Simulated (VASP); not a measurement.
Input of a VASP 6.6.1 run:

Contents of INCAR:

```
SYSTEM = Ir3Ru7
PREC = Accurate
ENCUT = 520
EDIFF = 1E-6
ISMEAR = 0
SIGMA = 0.1
LREAL = Auto
LASPH = .TRUE.
NELM = 100
ALGO = Fast
ISIF = 2
LWAVE = .FALSE.
LCHARG = .TRUE.
GGA = PS
LELF = .TRUE.
LVHAR = .TRUE.
ISYM = 0
NBANDS = 141
```

KPOINTS

```
Automatic mesh
0
Gamma
  2 2 2
  0.5 0.5 0.5
```

POSCAR

```
Ir3Ru7
1.0
    2.6338242702     -4.6057940646     -4.1725139913
   -5.2593703109     -0.0011545880     -4.1660131721
    2.6375648028      4.6099636812     -4.1747159989
Ru Ir
14 6
Direct
    0.0815083965      0.2490859705      0.4106896567
    0.7529279148      0.9205066469      0.0772446414
    0.2506972853      0.4175503255      0.0804663762
    0.9147308917      0.0849146884      0.7556920358
    0.5785926292      0.7358441062      0.4214129718
    0.0812928354      0.7513902862      0.9146357940
    0.7408998698      0.4203026798      0.5824065118
    0.4131789829      0.0969732421      0.2570573037
    0.2511339238      0.0869202395      0.9213612060
    0.9119042628      0.7506578813      0.5811628546
    0.0867196217      0.9138032971      0.2503348605
    0.7359940967      0.5838084726      0.9108419393
    0.5822956515      0.9204018713      0.7475414407
    0.2483689069      0.5754199465      0.4239036788
    0.0914144374      0.4123893817      0.7499126050
    0.7468203101      0.0860770086      0.4131766949
    0.4219991231      0.7481921461      0.0836565861
    0.5891036970      0.2543441881      0.9290785027
    0.2519285329      0.9221606166      0.5855783302
    0.9110078111      0.5777640428      0.2465346294
```

Potentials or basis: VASP PAW PBE potentials, release 64 (Ru_pv, Ir).

Run with:

```sh
$ cat potpaw_PBE.64/Ru_pv/POTCAR potpaw_PBE.64/Ir/POTCAR > POTCAR
$ mpirun -np 1 vasp_std > vasp.out
```

Problem. Estimate the largest force.

Solution. 0.036 eV/Å.

Problem. Predict the pressure.

Solution. 0.2 GPa.

Forces on the atoms (eV/Å):
```
Ru   0.006 -0.022 -0.012
Ru   0.005 -0.010  0.002
Ru   0.011  0.024  0.004
Ru  -0.009  0.005 -0.015
Ru  -0.004  0.000 -0.036
Ru   0.003  0.016  0.006
Ru   0.002  0.014  0.000
Ru  -0.015  0.004  0.006
Ru  -0.002  0.013  0.013
Ru   0.007  0.002  0.002
Ru  -0.014 -0.010  0.002
Ru  -0.007 -0.025  0.001
Ru   0.003 -0.003  0.011
Ru   0.001 -0.020  0.024
Ir   0.007  0.015  0.015
Ir  -0.016 -0.011 -0.004
Ir  -0.004  0.004  0.012
Ir   0.011  0.002 -0.011
Ir   0.009  0.003 -0.028
Ir   0.004 -0.002  0.008
```

Caveat: the k points lie up to 0.47 Å⁻¹ apart; the PAW data sets were made with another functional, which shifts forces and pressure a little.
